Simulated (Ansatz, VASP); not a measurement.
**Rh: VASP beside Ansatz**

```
CELL_PARAMETERS angstrom
0.00000 1.90155 1.99663
1.90155 0.00000 1.99663
1.90155 1.90155 0.00000
ATOMIC_POSITIONS crystal
Rh 0.00000 0.00000 0.00000
```

Change from the starting cell: strain +0.000 along x and y, +0.050 along z, atoms carried along.

Alike in both runs: task single point; functional PBE; k mesh 22 × 22 × 22; no spin polarisation.

|  | VASP | Ansatz |
| --- | --- | --- |
| version | VASP 6.6.1 | Ansatz 0.2.0 |
| potentials or method | VASP PAW PBE potentials, release 64 (Rh_pv), cutoff 520 eV | scalar-relativistic, plane waves, PAW |
| occupations | methfessel-paxton of order 1, width 0.02 eV | cold, width 0.02 eV |
| valence electrons in the cell | 15 | 17 |

```tsv
	VASP	Ansatz	Ansatz less VASP
gap on the k mesh at the Fermi level (eV)	none	none	-
pressure (GPa)	-6.3	-6.3	-0.06
traceless stress, the component that is largest in VASP (GPa)	-6.93	-6.96	-0.027
```

A gap of «none» marks a metal or a gap that the smearing closes. VASP's potentials hold 15 valence electrons a cell and Ansatz's 17, so a difference there can come from the potentials and not from the codes.
